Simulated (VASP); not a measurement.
# HfN (Fmmm) in VASP: notebook

The runs below take HfN through single point, with PBE.

Everything below comes from runs of VASP 6.6.1. Logs are shortened: lines on timing, memory, paths and dates and some standing lists are left out, and cuts for length are marked.

## Step 1: The cell of the first run

The structure is orthorhombic, space group Fmmm (No. 69). Conventional cell: a = 4.473 Å, b = 4.518 Å, c = 4.563 Å, α = 90.00°, β = 90.00°, γ = 90.00°. Within 3.0 Å of Hf (site symmetry mmm) lie 6 N at 2.24 to 2.28 Å. Within 3.0 Å of N (site symmetry mmm) lie 6 Hf at 2.24 to 2.28 Å.

## Step 2: Single point, PBE (strain -0.0100 x Voigt [1, -1, 0, 0, 0, 0])

INCAR

```
SYSTEM = HfN
ALGO = Normal
EDIFF = 1E-6
ENCUT = 520
GGA = PE
ISIF = 2
ISMEAR = 0
LASPH = .TRUE.
LCHARG = .FALSE.
LREAL = .FALSE.
LWAVE = .FALSE.
NBANDS = 14
NELM = 60
PREC = Accurate
SIGMA = 0.1
```

KPOINTS

```
k-points
0
G
  18 18 18
  0 0 0
```

POSCAR

```
HfN
1.0
    0.0000000000      2.2815900000      2.2590000000
    2.2364100000      0.0000000000      2.2590000000
    2.2364100000      2.2815900000      0.0000000000
Hf N
1 1
Direct
    0.0000000000      0.0000000000      0.0000000000
    0.5000000000      0.5000000000      0.5000000000
```

Potentials or basis: VASP PAW PBE potentials, release 64 (Hf_pv, N).

On the command line:

```bash
cat potpaw_PBE.64/Hf_pv/POTCAR potpaw_PBE.64/N/POTCAR > POTCAR
mpirun -np 1 vasp_std > vasp.out
```

OUTCAR:

```text
SYSTEM = HfN
   EDIFF = 1E-6
   ENCUT = 520
   GGA = PE
   ISIF = 2
   ISMEAR = 0
   LASPH = .TRUE.
   LREAL = .FALSE.
   NELM = 60
   PREC = Accurate

 ion  position               nearest neighbor table
   1  0.000  0.000  0.000-   2 2.24   2 2.24   2 2.26   2 2.26   2 2.28   2 2.28
   2  0.500  0.500  0.500-   1 2.24   1 2.24   1 2.26   1 2.26   1 2.28   1 2.28

  LATTYP: Found a face centered orthorhombic cell.
 ALAT       =     4.4728200000
 B/A-ratio  =     1.0101010101
 C/A-ratio  =     1.0202020202

  Lattice vectors:

 A1 = (   0.0000000000,   2.2815900000,  -2.2590000000)
 A2 = (   2.2364100000,   2.2815900000,   0.0000000000)
 A3 = (   2.2364100000,   0.0000000000,  -2.2590000000)

Analysis of symmetry for initial positions (statically):
=====================================================================
 Subroutine PRICEL returns:
 Original cell was already a primitive cell.

 Routine SETGRP: Setting up the symmetry group for a
 face centered orthorhombic supercell.

 Subroutine GETGRP returns: Found  8 space group operations
 (whereof  8 operations were pure point group operations)
 out of a pool of  8 trial point group operations.

The static configuration has the point symmetry D_2h.

Analysis of symmetry for dynamics (positions and initial velocities):
=====================================================================
 Subroutine PRICEL returns:
 Original cell was already a primitive cell.

 Routine SETGRP: Setting up the symmetry group for a
 face centered orthorhombic supercell.

 Subroutine GETGRP returns: Found  8 space group operations
 (whereof  8 operations were pure point group operations)
 out of a pool of  8 trial point group operations.

The dynamic configuration has the point symmetry D_2h.

 Subroutine INISYM returns: Found  8 space group operations
 (whereof  8 operations are pure point group operations),
 and found     1 'primitive' translations

----------------------------------------------------------------------------------------

                                     Primitive cell

  volume of cell :      23.0534

  direct lattice vectors                    reciprocal lattice vectors
     0.000000000  2.281590000  2.259000000    -0.223572601  0.219145421  0.221336875
     2.236410000  0.000000000  2.259000000     0.223572601 -0.219145421  0.221336875
     2.236410000  2.281590000  0.000000000     0.223572601  0.219145421 -0.221336875

  length of vectors
     3.210721715  3.178775029  3.194868169     0.383405054  0.383405054  0.383405054

  position of ions in fractional coordinates (direct lattice)
     0.000000000  0.000000000  0.000000000
     0.500000000  0.500000000  0.500000000

  ion indices of the primitive-cell ions
   primitive index   ion index
                 1           1
                 2           2

----------------------------------------------------------------------------------------

 KPOINTS: k-points

Automatic generation of k-mesh.
 Grid dimensions read from file:
 generate k-points for:   18   18   18

 Generating k-lattice:

  Cartesian coordinates                     Fractional coordinates (reciprocal lattice)
    -0.012420700  0.012174746  0.012296493     0.055555556  0.000000000  0.000000000
     0.012420700 -0.012174746  0.012296493     0.000000000  0.055555556  0.000000000
     0.012420700  0.012174746 -0.012296493    -0.000000000 -0.000000000  0.055555556

  Length of vectors
     0.021300281  0.021300281  0.021300281

  Shift w.r.t. Gamma in fractional coordinates (k-lattice)
     0.000000000  0.000000000  0.000000000

 Subroutine IBZKPT returns following result:
 ===========================================

 Found    865 irreducible k-points:

 Following reciprocal coordinates:
            Coordinates               Weight
  0.000000  0.000000  0.000000      1.000000
  0.055556  0.000000 -0.000000      8.000000
  0.111111  0.000000 -0.000000      8.000000
  0.166667  0.000000  0.000000      8.000000
  0.222222  0.000000  0.000000      8.000000
  0.277778  0.000000  0.000000      8.000000
[... 16 lines left out ...]
 -0.277778  0.055556 -0.000000      8.000000
 -0.222222  0.055556  0.000000      8.000000
 [... further k-points ...]
   k-points           NKPTS =    865   k-points in BZ     NKDIM =    865   number of bands    NBANDS=     14
   number of dos      NEDOS =    301   number of ions     NIONS =      2
   total plane-waves  NPLWV =  13824
   dimension x,y,z NGX =    24 NGY =   24 NGZ =   24
   dimension x,y,z NGXF=    48 NGYF=   48 NGZF=   48
   ions per type =               1   1
   NGX,Y,Z   is equivalent  to a cutoff of  12.43, 12.55, 12.49 a.u.
   NGXF,Y,Z  is equivalent  to a cutoff of  24.85, 25.10, 24.98 a.u.
 SYSTEM =  HfN
   PREC   = accura    normal or accurate (medium, high low for compatibility)
   ISTART =      0    job   : 0-new  1-cont  2-samecut
   ICHARG =      2    charge: 1-file 2-atom 10-const
   ISPIN  =      1    spin polarized calculation?
   LNONCOLLINEAR =      F non collinear calculations
   LSORBIT =      F    spin-orbit coupling
   LASPH  =      T    aspherical Exc in radial PAW
   ENCUT  =  520.0 eV  38.22 Ry    6.18 a.u.   5.97  5.91  5.94*2*pi/ulx,y,z
   NELM   =     60;   NELMIN=  2; NELMDL= -5     # of ELM steps
   EDIFF  = 0.1E-05   stopping-criterion for ELM
   LREAL  =      F    real-space projection
   EDIFFG = 0.1E-04   stopping-criterion for IOM
   NSW    =      0    number of steps for IOM
   IBRION =     -1    ionic relax: 0-MD 1-quasi-New 2-CG
   NFREE  =      0    steps in history (QN), initial steepest desc. (CG)
   ISIF   =      2    stress and relaxation
   ISYM   =      2    0-nonsym 1-usesym 2-fastsym
   POTIM  = 0.5000    time-step for ionic-motion
   TEBEG  =    0.0;   TEEND  =   0.0 temperature during run
   PSTRESS=    0.0 pullay stress
   NELECT =      15.0000    total number of electrons
   NUPDOWN=      -1.0000    fix difference up-down
   EMIN   =  10.00;   EMAX   =-10.00  energy-range for DOS
   EFERMI =   0.00;   METHOD = LEGACY
   ISMEAR =     0;   SIGMA  =   0.10  broadening in eV -4-tet -1-fermi 0-gaus
   EFERMI_NEDOS =   21; number of points for ismear=-14 and -15
   IALGO  =     38    algorithm
   IMIX   =      4    mixing-type and parameters
     AMIX     =   0.40;   BMIX     =  1.00
     AMIX_MAG =   1.60;   BMIX_MAG =  1.00
  volume/ion in A,a.u.               =      11.53        77.79
  Fermi-wavevector in a.u.,A,eV,Ry     =   1.418601  2.680767 27.380744  2.012428
  Thomas-Fermi vector in A             =   2.539709
   LORBIT       =      0    0 simple, 1 ext, 2 COOP (PROOUT), +10 PAW based schemes
   GGA     = PE    functional components
   LHFCALC =     F    Hartree Fock is set to
   AEXX    =    0.0000 exact exchange contribution
   IVDW    =     0    specifies the selected vdW correction
   LEPSILON=     F    determine dielectric tensor
   LRPA    =     F    only Hartree local field effects (RPA)
 non-spin polarized calculation
 Gauss-broadening in eV      SIGMA  =   0.10
  energy-cutoff  :      520.00
  volume of cell :       23.05
 maximum number of plane-waves:       636
   NGX = 11   NGY = 11   NGZ = 11

 number of electron      15.0000001 magnetization

 Free energy of the ion-electron system (eV)
  ---------------------------------------------------
  ext. energy  EPLUGINS =         0.00000000
  ---------------------------------------------------
  free energy    TOTEN  =       -21.74856733 eV

  energy without entropy =      -21.74542793  energy(sigma->0) =      -21.74699763

 E-fermi :   8.3832     XC(G=0): -12.7324

 val. band max:        8.3818925846   @ k =  -0.1667   0.0556   0.1667
 cond. band min:       8.3897296446   @ k =  -0.4444   0.3333   0.1667
 fundamental gap:      0.0078370600
 Fermi energy:         8.3831584165

 k-point     1 :       0.0000    0.0000    0.0000
  band No.  band energies     occupation
      1     -22.7766      2.00000
      2     -22.7640      2.00000
      3     -22.7541      2.00000
      4      -9.1266      2.00000
      5       5.3093      2.00000
      6       5.3555      2.00000
      7       5.4071      2.00000
      8       7.9300      2.00000
      9       8.0422      2.00000
     10       8.1534      1.99884
     11       9.9222      0.00000
     12      10.3303      0.00000
     13      10.6486      0.00000
     14      17.9540      0.00000

 k-point     2 :       0.0556    0.0000   -0.0000
  band No.  band energies     occupation
      1     -22.7994      2.00000
      2     -22.7728      2.00000
      3     -22.7599      2.00000
      4      -9.0549      2.00000
      5       5.0185      2.00000
      6       5.1452      2.00000
      7       5.2032      2.00000
      8       8.0419      2.00000
      9       8.1446      1.99926
     10       8.2465      1.94672
     11      10.1632      0.00000
     12      10.5703      0.00000
     13      10.8870      0.00000
     14      18.1983      0.00000

 k-point     3 :       0.1111    0.0000   -0.0000
  band No.  band energies     occupation
      1     -22.8880      2.00000
      2     -22.7829      2.00000
      3     -22.7671      2.00000
      4      -8.8470      2.00000
      5       4.2605      2.00000
      6       4.6845      2.00000
      7       4.7422      2.00000
      8       8.2731      1.88029
      9       8.4040      0.76802
     10       8.4971      0.10704
     11      10.7977      0.00000
     12      11.2093      0.00000
     13      11.5235      0.00000
     14      18.8883      0.00000
[... 324 lines left out ...]
 k-point    23 :      -0.2778    0.0556   -0.0000
  band No.  band energies     occupation
      1     -23.3995      2.00000
      2     -22.8574      2.00000
      3     -22.8067      2.00000
      4      -7.4893      2.00000
      5       1.1915      2.00000
      6       2.8472      2.00000
      7       3.1570      2.00000
      8       9.2133      0.00000
      9       9.9861      0.00000
     10      10.8892      0.00000
     11      13.1846      0.00000
     12      14.3178      0.00000
     13      15.2735      0.00000
     14      20.5878      0.00000

 k-point    24 :      -0.2222    0.0556    0.0000
  band No.  band energies     occupation
      1     -23.2419      2.00000
      2     -22.8405      2.00000
      3     -22.7921      2.00000
      4      -7.9347      2.00000
      5       2.0008      2.00000
      6       3.2644      2.00000
      7       3.6340      2.00000
      8       8.7996      0.00000
      9       9.3444      0.00000
     10      10.2073      0.00000
     11      12.3529      0.00000
     12      13.4551      0.00000
     13      14.2872      0.00000
     14      20.6012      0.00000

 [... further k-points ...]
[... 5 lines left out ...]
  --------------------------------------------------------------------------------------
  -------------------------------------------------------------------------------------
  Total        1.1701125     -0.2192725      0.4481477      0.0000000      0.0000000     -0.0000000
  in kB       81.3210450    -15.2391062     31.1455871      0.0000000      0.0000000     -0.0000000
  external PRESSURE =      32.4091753 kB  Pullay stress =       0.0000000 kB

 VOLUME and BASIS-vectors are now :
 -----------------------------------------------------------------------------
  energy-cutoff  :      520.00
  volume of cell :       23.05
      direct lattice vectors                 reciprocal lattice vectors
     0.000000000  2.281590000  2.259000000    -0.223572601  0.219145421  0.221336875
     2.236410000  0.000000000  2.259000000     0.223572601 -0.219145421  0.221336875
     2.236410000  2.281590000  0.000000000     0.223572601  0.219145421 -0.221336875

 POSITION                                       TOTAL-FORCE (eV/Angst)
 -----------------------------------------------------------------------------------
      0.00000      0.00000      0.00000         0.000000      0.000000     -0.000000
      2.23641      2.28159      2.25900         0.000000     -0.000000      0.000000
 -----------------------------------------------------------------------------------
    total drift:                                0.000000     -0.000000     -0.000000

  FREE ENERGIE OF THE ION-ELECTRON SYSTEM (eV)
  ---------------------------------------------------
  free  energy   TOTEN  =       -21.7485673255 eV

  energy  without entropy=      -21.7454279262  energy(sigma->0) =      -21.74699763
```

It took 63 s on 1 thread of Intel Xeon 6975P-C (Granite Rapids), shared host; peak memory 0.39 GiB.

Results:

| Property | Result |
| --- | --- |
| Free energy | -21.7486 eV |
| Pressure | 3.2 GPa |

Levels at points of the mesh, in eV from the Fermi level:
| k point | band 4 | band 5 | band 6 | band 7 | band 8 | band 9 | band 10 | band 11 | band 12 | band 13 |
| --- | --- | --- | --- | --- | --- | --- | --- | --- | --- | --- |
| (0.00, 0.00, 0.00) | -17.51 | -3.07 | -3.03 | -2.98 | -0.45 | -0.34 | -0.23 | 1.54 | 1.95 | 2.27 |
| (0.50, 0.00, 0.00) | -14.78 | -8.88 | -6.19 | -6.18 | 3.28 | 3.66 | 3.78 | 4.43 | 8.62 | 9.04 |
| (0.50, 0.50, 0.00) | -16.42 | -5.41 | -3.80 | -3.74 | -3.64 | 4.05 | 5.38 | 5.65 | 5.67 | 8.01 |
| (0.50, 0.00, 0.50) | -16.43 | -5.51 | -3.78 | -3.67 | -3.62 | 4.09 | 5.45 | 5.59 | 5.62 | 7.91 |
| (0.00, 0.50, 0.50) | -16.41 | -5.30 | -3.83 | -3.76 | -3.72 | 4.10 | 5.46 | 5.60 | 5.60 | 8.12 |

Caveat: the cell differs from its parent crystal (strain -0.0100 x Voigt [1, -1, 0, 0, 0, 0]); spin-orbit coupling is left out, which moves the levels of the heavy elements.

## Step 3: Single point, PBE (strain +0.0050 x Voigt [1, -1, 0, 0, 0, 0])

INCAR

```
SYSTEM = HfN
ALGO = Normal ; EDIFF = 1E-6
ENCUT = 520 ; GGA = PE
ISIF = 2 ; ISMEAR = 0
LASPH = .TRUE. ; LCHARG = .TRUE.
LELF = .TRUE. ; LREAL = .FALSE.
LVHAR = .TRUE. ; LWAVE = .FALSE.
NBANDS = 14 ; NELM = 80
PREC = Accurate ; SIGMA = 0.1
```

KPOINTS is that of step 2.

POSCAR

```
HfN
1.0
    0.0000000000      2.2477050000      2.2590000000
    2.2702950000      0.0000000000      2.2590000000
    2.2702950000      2.2477050000      0.0000000000
Hf N
1 1
Direct
    0.0000000000      0.0000000000      0.0000000000
    0.5000000000      0.5000000000      0.5000000000
```

Potentials or basis: VASP PAW PBE potentials, release 64 (Hf_pv, N).

On the command line:

```bash
cat potpaw_PBE.64/Hf_pv/POTCAR potpaw_PBE.64/N/POTCAR > POTCAR
mpirun -np 1 vasp_std > vasp.out
```

Run time: 63 s. Hardware: 1 thread of Intel Xeon 6975P-C (Granite Rapids), shared host; peak memory 0.39 GiB.

It converged, with:

```yaml
Free_energy: -21.7538 eV
Pressure: 3.1 GPa
```

Stress tensor (GPa, compression positive):
```
0.67 0.00 0.00
0.00 5.51 0.00
0.00 0.00 3.05
```

Levels at points of the mesh, in eV from the Fermi level:
```csv
k point,band 5,band 6,band 7,band 8,band 9,band 10,band 11,band 12
"(0.00, 0.00, 0.00)",-3.05,-3.02,-3.00,-0.40,-0.34,-0.29,1.70,1.95
"(0.50, 0.00, 0.00)",-8.88,-6.18,-6.18,3.28,3.68,3.74,4.43,8.73
"(0.50, 0.50, 0.00)",-5.41,-3.80,-3.71,-3.67,4.09,5.46,5.60,5.61
"(0.50, 0.00, 0.50)",-5.36,-3.82,-3.73,-3.70,4.10,5.49,5.57,5.60
"(0.00, 0.50, 0.50)",-5.46,-3.79,-3.68,-3.66,4.10,5.49,5.56,5.60
```

Caveat: the cell differs from its parent crystal (strain +0.0050 x Voigt [1, -1, 0, 0, 0, 0]); spin-orbit coupling is left out, which moves the levels of the heavy elements.

## Step 4: Single point, PBE (strain +0.0175 x Voigt [1, -1, 0, 0, 0, 0])

INCAR

```
SYSTEM = HfN
PREC = Accurate ; ENCUT = 520
EDIFF = 1E-7 ; ISMEAR = 0
SIGMA = 0.1 ; LREAL = .FALSE.
LASPH = .TRUE. ; NELM = 60
ALGO = Normal ; ISIF = 2
LWAVE = .FALSE. ; LCHARG = .TRUE.
GGA = PE ; LELF = .TRUE.
LVHAR = .TRUE. ; NBANDS = 14
```

KPOINTS

```
Automatic mesh
0
G
  18 18 18
  0 0 0
```

POSCAR

```
HfN
1.0
    0.0000000000      2.2194675000      2.2590000000
    2.2985325000      0.0000000000      2.2590000000
    2.2985325000      2.2194675000      0.0000000000
Hf N
1 1
Direct
    0.0000000000      0.0000000000      0.0000000000
    0.5000000000      0.5000000000      0.5000000000
```

On the command line:

```bash
cat potpaw_PBE.64/Hf_pv/POTCAR potpaw_PBE.64/N/POTCAR > POTCAR
mpirun -np 1 vasp_std > vasp.out
```

Run time: 67 s. Hardware: 1 thread of Intel Xeon 6975P-C (Granite Rapids), shared host; peak memory 0.38 GiB.

Results (log left out):

```yaml
Free_energy: -21.7340 eV
Pressure: 3.7 GPa
```

Stress tensor (GPa, compression positive):
```
-4.68  0.00  0.00
 0.00 12.51  0.00
 0.00  0.00  3.28
```

Levels at points of the mesh, in eV from the Fermi level:
| k point | band 6 | band 7 | band 8 | band 9 | band 10 | band 11 |
| --- | --- | --- | --- | --- | --- | --- |
| (0.00, 0.00, 0.00) | -3.03 | -2.94 | -0.54 | -0.34 | -0.15 | 1.29 |
| (0.50, 0.00, 0.00) | -6.21 | -6.18 | 3.27 | 3.63 | 3.83 | 4.42 |
| (0.50, 0.50, 0.00) | -3.80 | -3.77 | -3.61 | 3.96 | 5.27 | 5.75 |
| (0.50, 0.00, 0.50) | -3.86 | -3.81 | -3.74 | 4.07 | 5.39 | 5.62 |
| (0.00, 0.50, 0.50) | -3.76 | -3.66 | -3.57 | 4.06 | 5.40 | 5.63 |

Caveat: the cell differs from its parent crystal (strain +0.0175 x Voigt [1, -1, 0, 0, 0, 0]); spin-orbit coupling is left out, which moves the levels of the heavy elements.

(Part 1 of 2 ends here.)
